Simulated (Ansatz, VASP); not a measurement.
# SnSe2: VASP beside Ansatz

Contents of INCAR:

```
SYSTEM = SnSe2
PREC = Accurate
ENCUT = 600
EDIFF = 1E-6
ISMEAR = 0
SIGMA = 0.1
LREAL = .False.
LASPH = .True.
NELM = 80
ALGO = Normal
ISIF = 3
LWAVE = .False.
LCHARG = .False.
GGA = PE
IBRION = 2
NSW = 90
EDIFFG = -0.04
```

KPOINTS

```
Automatic mesh
0
Gamma
  4 4 4
  0 0 0
```

The input POSCAR:

```
SnSe2
1.0
    4.5583293000      0.0000000000      0.0000000000
    0.0000000000      4.5583293000      0.0000000000
    0.0000000000      0.0000000000      4.6318689800
Sn Se
1 2
Direct
    0.0000000000      0.0000000000      0.7045486300
    0.5000000000      0.0000000000      0.7145153000
    0.0000000000      0.5000000000      0.7145153000
```

Input for Ansatz:

```yaml
crystal:
  lattice:
    - [4.5583293, 0.0, 0.0]
    - [0.0, 4.5583293, 0.0]
    - [0.0, 0.0, 4.63186898]
  atoms:
    - { symbol: Sn, position: [0.0, 0.0, 0.70454863] }
    - { symbol: Se, position: [0.5, 0.0, 0.7145153] }
    - { symbol: Se, position: [0.0, 0.5, 0.7145153] }
basis:
  ecutwfc: 420
kpoints:
  mp_grid: { grid: [4, 4, 4] }
hamiltonian:
  xc: pbe
scf:
  occupations: { method: gaussian, width: 0.1 }
  lower_state_search: "off"
output:
  forces: true
  stress: true
  eigenvalues: true
relax:
  adjacent_minimum: "off"
  f_tol: 0.04
  max_steps: 70
  cell: { stress_tol: 0.4 }
```

Alike in both runs: task relaxation of cell and atoms; functional PBE; k mesh 4 × 4 × 4; occupations gaussian, width 0.1 eV; no spin polarisation.

```csv
,VASP,Ansatz
version,VASP 6.6.1,Ansatz 0.2.0
potentials or method,"VASP PAW PBE potentials, release 64 (Sn_d, Se), cutoff 600 eV","scalar-relativistic, plane waves, PAW"
valence electrons in the cell,26,46
```

Ansatz gave:

* gap on the k mesh at the Fermi level, each at its own relaxed structure (eV): none
* relaxed volume (Å³/atom): 47.04
* relaxed cell length with the largest relative difference (Å): 5.303

Task: Which values does VASP return?

Result: gap on the k mesh at the Fermi level, each at its own relaxed structure (eV): none; relaxed volume (Å³/atom): 55.05; relaxed cell length with the largest relative difference (Å): 5.823.

A gap of «none» marks a metal or a gap that the smearing closes. One of these differences is far larger than is usual between the two programs; its cause wasn't traced. VASP's potentials hold 26 valence electrons a cell and Ansatz's 46, so a difference there can come from the potentials and not from the codes.

Noted on VASP's run: the volume moved by over 15 % at a fixed basis, so the end points are rough.
